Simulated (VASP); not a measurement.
# GaP (I-4m2) in VASP: single point with PBEsol

Aim: the single point of GaP with PBEsol.

Program: VASP 6.6.1. These are calculated values, not measurements. Logs are shortened: lines on timing, memory, paths and dates and some standing lists are left out, and cuts for length are marked.

## Step 1: The cell of the first run

The structure is tetragonal, space group I-4m2 (No. 119). Conventional cell: a = 5.238 Å, b = 5.238 Å, c = 2.938 Å, α = 90.00°, β = 90.00°, γ = 90.00°. Ga (site symmetry -4m2) has 8 P at 2.72 to 3.42 Å and 2 Ga at 2.94 Å within 3.6 Å. Within 3.6 Å of P (site symmetry -4m2) lie 8 Ga at 2.72 to 3.42 Å and 2 P at 2.94 Å.

## Step 2: Single point, PBEsol (Sb replaced by P, lengths x 0.926, strained)

INCAR reads:

```
  PREC = Accurate
  ENCUT = 520
  EDIFF = 1E-6
  ISMEAR = 0
  SIGMA = 0.1
  LREAL = F
  LASPH = T
  NELM = 60
  ALGO = Normal
  ISIF = 2
  LWAVE = F
  LCHARG = F
  GGA = PS
  NBANDS = 16
```

KPOINTS reads:

```
Automatic mesh
0
Gamma
  16 16 16
```

POSCAR reads:

```
GaP
1.0
   -2.6188890617      2.6188890617      1.4687673507
    2.6188890617     -2.6188890617      1.4687673507
    2.6188890617      2.6188890617     -1.4687673507
Ga P
1 1
Direct
    0.2500000000      0.7500000000      0.5000000000
    0.0000000000      0.0000000000      0.0000000000
```

Potentials or basis: VASP PAW PBE potentials, release 64 (Ga_d, P).

Command:

```console
$ cat potpaw_PBE.64/Ga_d/POTCAR potpaw_PBE.64/P/POTCAR > POTCAR
$ mpirun -np 1 vasp_std > vasp.out
```

OUTCAR:

```text
PREC = Accurate
   ENCUT = 520
   EDIFF = 1E-6
   ISMEAR = 0
   LREAL = F
   LASPH = T
   NELM = 60
   ISIF = 2
   GGA = PS

 ion  position               nearest neighbor table
   1  0.250  0.750  0.500-   2 2.72   2 2.72   2 2.72   2 2.72
   2  0.000  0.000  0.000-   1 2.72   1 2.72   1 2.72   1 2.72

  LATTYP: Found a body centered tetragonal cell.
 ALAT       =     5.2377781234
 C/A-ratio  =     0.5608360324

  Lattice vectors:

 A1 = (  -2.6188890617,   2.6188890617,   1.4687673507)
 A2 = (   2.6188890617,  -2.6188890617,   1.4687673507)
 A3 = (   2.6188890617,   2.6188890617,  -1.4687673507)

Analysis of symmetry for initial positions (statically):
=====================================================================
 Subroutine PRICEL returns:
 Original cell was already a primitive cell.

 Routine SETGRP: Setting up the symmetry group for a
 body centered tetragonal supercell.

 Subroutine GETGRP returns: Found  8 space group operations
 (whereof  8 operations were pure point group operations)
 out of a pool of 16 trial point group operations.

The static configuration has the point symmetry D_2d.

Analysis of symmetry for dynamics (positions and initial velocities):
=====================================================================
 Subroutine PRICEL returns:
 Original cell was already a primitive cell.

 Routine SETGRP: Setting up the symmetry group for a
 body centered tetragonal supercell.

 Subroutine GETGRP returns: Found  8 space group operations
 (whereof  8 operations were pure point group operations)
 out of a pool of 16 trial point group operations.

The dynamic configuration has the point symmetry D_2d.

 Subroutine INISYM returns: Found  8 space group operations
 (whereof  8 operations are pure point group operations),
 and found     1 'primitive' translations

----------------------------------------------------------------------------------------

                                     Primitive cell

  volume of cell :      40.2946

  direct lattice vectors                    reciprocal lattice vectors
    -2.618889062  2.618889062  1.468767351     0.000000000  0.190920649  0.340421510
     2.618889062 -2.618889062  1.468767351     0.190920649  0.000000000  0.340421510
     2.618889062  2.618889062 -1.468767351     0.190920649  0.190920649  0.000000000

  length of vectors
     3.984273756  3.984273756  3.984273756     0.390304367  0.390304367  0.270002572

  position of ions in fractional coordinates (direct lattice)
     0.250000000  0.750000000  0.500000000
     0.000000000  0.000000000  0.000000000

  ion indices of the primitive-cell ions
   primitive index   ion index
                 1           1
                 2           2

----------------------------------------------------------------------------------------

 KPOINTS: Automatic mesh

Automatic generation of k-mesh.
 Grid dimensions read from file:
 generate k-points for:   16   16   16

 Generating k-lattice:

  Cartesian coordinates                     Fractional coordinates (reciprocal lattice)
     0.000000000  0.011932541  0.021276344     0.062500000  0.000000000  0.000000000
     0.011932541  0.000000000  0.021276344     0.000000000  0.062500000  0.000000000
     0.011932541  0.011932541  0.000000000     0.000000000  0.000000000  0.062500000

  Length of vectors
     0.024394023  0.024394023  0.016875161

  Shift w.r.t. Gamma in fractional coordinates (k-lattice)
     0.000000000  0.000000000  0.000000000

 Subroutine IBZKPT returns following result:
 ===========================================

 Found    349 irreducible k-points:

 Following reciprocal coordinates:
            Coordinates               Weight
  0.000000  0.000000  0.000000      1.000000
  0.062500 -0.000000  0.000000      8.000000
  0.125000 -0.000000  0.000000      8.000000
  0.187500  0.000000  0.000000      8.000000
  0.250000 -0.000000  0.000000      8.000000
  0.312500 -0.000000  0.000000      8.000000
[... 16 lines left out ...]
 -0.125000  0.062500 -0.000000     16.000000
 -0.062500  0.062500  0.000000      4.000000
 [... further k-points ...]
   k-points           NKPTS =    349   k-points in BZ     NKDIM =    349   number of bands    NBANDS=     16
   number of dos      NEDOS =    301   number of ions     NIONS =      2
   total plane-waves  NPLWV =  27000
   dimension x,y,z NGX =    30 NGY =   30 NGZ =   30
   dimension x,y,z NGXF=    60 NGYF=   60 NGZF=   60
   ions per type =               1   1
   NGX,Y,Z   is equivalent  to a cutoff of  12.52, 12.52, 12.52 a.u.
   NGXF,Y,Z  is equivalent  to a cutoff of  25.04, 25.04, 25.04 a.u.
 SYSTEM =  unknown system
   PREC   = accura    normal or accurate (medium, high low for compatibility)
   ISTART =      0    job   : 0-new  1-cont  2-samecut
   ICHARG =      2    charge: 1-file 2-atom 10-const
   ISPIN  =      1    spin polarized calculation?
   LNONCOLLINEAR =      F non collinear calculations
   LSORBIT =      F    spin-orbit coupling
   LASPH  =      T    aspherical Exc in radial PAW
   ENCUT  =  520.0 eV  38.22 Ry    6.18 a.u.   7.41  7.41  7.41*2*pi/ulx,y,z
   NELM   =     60;   NELMIN=  2; NELMDL= -5     # of ELM steps
   EDIFF  = 0.1E-05   stopping-criterion for ELM
   LREAL  =      F    real-space projection
   EDIFFG = 0.1E-04   stopping-criterion for IOM
   NSW    =      0    number of steps for IOM
   IBRION =     -1    ionic relax: 0-MD 1-quasi-New 2-CG
   NFREE  =      0    steps in history (QN), initial steepest desc. (CG)
   ISIF   =      2    stress and relaxation
   ISYM   =      2    0-nonsym 1-usesym 2-fastsym
   POTIM  = 0.5000    time-step for ionic-motion
   TEBEG  =    0.0;   TEEND  =   0.0 temperature during run
   PSTRESS=    0.0 pullay stress
   NELECT =      18.0000    total number of electrons
   NUPDOWN=      -1.0000    fix difference up-down
   EMIN   =  10.00;   EMAX   =-10.00  energy-range for DOS
   EFERMI =   0.00;   METHOD = LEGACY
   ISMEAR =     0;   SIGMA  =   0.10  broadening in eV -4-tet -1-fermi 0-gaus
   EFERMI_NEDOS =   21; number of points for ismear=-14 and -15
   IALGO  =     38    algorithm
   IMIX   =      4    mixing-type and parameters
     AMIX     =   0.40;   BMIX     =  1.00
     AMIX_MAG =   1.60;   BMIX_MAG =  1.00
  volume/ion in A,a.u.               =      20.15       135.96
  Fermi-wavevector in a.u.,A,eV,Ry     =   1.251459  2.364914 21.308757  1.566149
  Thomas-Fermi vector in A             =   2.385405
   LORBIT       =      0    0 simple, 1 ext, 2 COOP (PROOUT), +10 PAW based schemes
   GGA     = PS    functional components
   LHFCALC =     F    Hartree Fock is set to
   AEXX    =    0.0000 exact exchange contribution
   IVDW    =     0    specifies the selected vdW correction
   LEPSILON=     F    determine dielectric tensor
   LRPA    =     F    only Hartree local field effects (RPA)
 non-spin polarized calculation
 Gauss-broadening in eV      SIGMA  =   0.10
  energy-cutoff  :      520.00
  volume of cell :       40.29
 maximum number of plane-waves:      1125
 NGX is ok and might be reduce to    30
   NGX = 15   NGY = 15   NGZ = 15

 number of electron      17.9999991 magnetization

 Free energy of the ion-electron system (eV)
  ---------------------------------------------------
  ext. energy  EPLUGINS =         0.00000000
  ---------------------------------------------------
  free energy    TOTEN  =        -8.71249924 eV

  energy without entropy =       -8.70871052  energy(sigma->0) =       -8.71060488

 E-fermi :   4.9988     XC(G=0): -10.4139

 val. band max:        4.9889180018   @ k =  -0.0625  -0.3125   0.0625
 cond. band min:       5.0024668956   @ k =  -0.2500   0.2500   0.0000
 fundamental gap:      0.0135488938
 Fermi energy:         4.9987706392

 k-point     1 :       0.0000    0.0000    0.0000
  band No.  band energies     occupation
      1      -9.8653      2.00000
      2      -9.7003      2.00000
      3      -9.6923      2.00000
      4      -9.6579      2.00000
      5      -9.6579      2.00000
      6      -7.3078      2.00000
[... 8 lines left out ...]
     15      14.6559      0.00000
     16      16.4965      0.00000

 k-point     2 :       0.0625   -0.0000    0.0000
  band No.  band energies     occupation
      1      -9.8562      2.00000
      2      -9.6989      2.00000
      3      -9.6927      2.00000
      4      -9.6619      2.00000
      5      -9.6618      2.00000
      6      -7.2299      2.00000
[... 8 lines left out ...]
     15      15.1582      0.00000
     16      16.0430      0.00000

 k-point     3 :       0.1250   -0.0000    0.0000
  band No.  band energies     occupation
      1      -9.8304      2.00000
      2      -9.6951      2.00000
      3      -9.6939      2.00000
      4      -9.6732      2.00000
      5      -9.6726      2.00000
      6      -6.9973      2.00000
[... 8 lines left out ...]
     15      15.0676      0.00000
     16      15.9022      0.00000

 k-point     4 :       0.1875    0.0000    0.0000
  band No.  band energies     occupation
      1      -9.7919      2.00000
      2      -9.6975      2.00000
      3      -9.6954      2.00000
      4      -9.6886      2.00000
      5      -9.6828      2.00000
      6      -6.6143      2.00000
[... 8 lines left out ...]
     15      14.1996      0.00000
     16      15.5244      0.00000
[... 324 lines left out ...]
 k-point    22 :      -0.1875    0.0625    0.0000
  band No.  band energies     occupation
      1      -9.8294      2.00000
      2      -9.6966      2.00000
      3      -9.6935      2.00000
      4      -9.6734      2.00000
      5      -9.6714      2.00000
      6      -6.8967      2.00000
[... 8 lines left out ...]
     15      15.1570      0.00000
     16      15.7755      0.00000

 k-point    23 :      -0.1250    0.0625   -0.0000
  band No.  band energies     occupation
      1      -9.8555      2.00000
      2      -9.6974      2.00000
      3      -9.6944      2.00000
      4      -9.6622      2.00000
      5      -9.6611      2.00000
      6      -7.1622      2.00000
[... 8 lines left out ...]
     15      15.0742      0.00000
     16      15.9175      0.00000

 k-point    24 :      -0.0625    0.0625    0.0000
  band No.  band energies     occupation
      1      -9.8650      2.00000
      2      -9.6995      2.00000
      3      -9.6932      2.00000
      4      -9.6581      2.00000
      5      -9.6575      2.00000
      6      -7.2738      2.00000
[... 8 lines left out ...]
     15      14.6076      0.00000
     16      16.4996      0.00000

 [... further k-points ...]
[... 5 lines left out ...]
  --------------------------------------------------------------------------------------
  -------------------------------------------------------------------------------------
  Total       -3.3573053     -3.3573053     -2.8321465      0.0000000      0.0000000      0.0000000
  in kB     -133.4916827   -133.4916827   -112.6105548      0.0000000      0.0000000      0.0000000
  external PRESSURE =    -126.5313067 kB  Pullay stress =       0.0000000 kB

 VOLUME and BASIS-vectors are now :
 -----------------------------------------------------------------------------
  energy-cutoff  :      520.00
  volume of cell :       40.29
      direct lattice vectors                 reciprocal lattice vectors
    -2.618889062  2.618889062  1.468767351     0.000000000  0.190920649  0.340421510
     2.618889062 -2.618889062  1.468767351     0.190920649  0.000000000  0.340421510
     2.618889062  2.618889062 -1.468767351     0.190920649  0.190920649  0.000000000

 POSITION                                       TOTAL-FORCE (eV/Angst)
 -----------------------------------------------------------------------------------
      2.61889      0.00000      0.73438        -0.000000      0.000000      0.000000
      0.00000      0.00000      0.00000         0.000000     -0.000000     -0.000000
 -----------------------------------------------------------------------------------
    total drift:                                0.000000     -0.000000      0.000000

  FREE ENERGIE OF THE ION-ELECTRON SYSTEM (eV)
  ---------------------------------------------------
  free  energy   TOTEN  =        -8.7124992363 eV

  energy  without entropy=       -8.7087105183  energy(sigma->0) =       -8.71060488
```

Run time: 6.6 min. Hardware: 1 thread of Intel Xeon 8259CL, shared host; peak memory 0.35 GiB.

What came out:

```
Free energy            : -8.7125 eV
Pressure               : -12.7 GPa
Band gap on the k mesh : zero (bands 9 and 10 overlap by 5.10 eV)
```

Stress tensor (GPa, compression positive):
```
-13.35   0.00   0.00
  0.00 -13.35   0.00
  0.00   0.00 -11.26
```

Caveat: the cell differs from its parent crystal (Sb replaced by P, lengths x 0.926, strained); the cell stands under tension; the PAW data sets were made with another functional, which shifts forces and pressure a little.
